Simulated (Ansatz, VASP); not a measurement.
## One calculation of CuF, two programs

```
Cu F
1.0
     3.46364    0.00000    0.00000
    -1.73182    2.99960    0.00000
     0.00000    0.00000    5.40273
Cu F
2 2
Direct
  0.33333 0.66667 0.25000
  0.66667 0.33333 0.75000
  0.66667 0.33333 0.25000
  0.33333 0.66667 0.75000
```

Alike in both runs: task single point; functional PBE; k mesh 9 × 9 × 4; occupations fermi-dirac, width 0.02 eV; no spin polarisation.

|  | VASP | Ansatz |
| --- | --- | --- |
| version | VASP 6.6.1 | Ansatz 0.2.0 |
| potentials or method | VASP PAW PBE potentials, release 64 (Cu, F) | plane waves, PAW |
| plane-wave cutoff (eV) | 520 | 420 |
| valence electrons in the cell | 36 | 52 |

Ansatz gave:

```
pressure (GPa)                                                : 4.3
traceless stress, the component that is largest in VASP (GPa) : -2.51
```

Problem. Estimate VASP's values.

Solution. Pressure (GPa): 4.6; traceless stress, the component that is largest in VASP (GPa): -2.97.

VASP's potentials hold 36 valence electrons a cell and Ansatz's 52, so a difference there can come from the potentials and not from the codes.
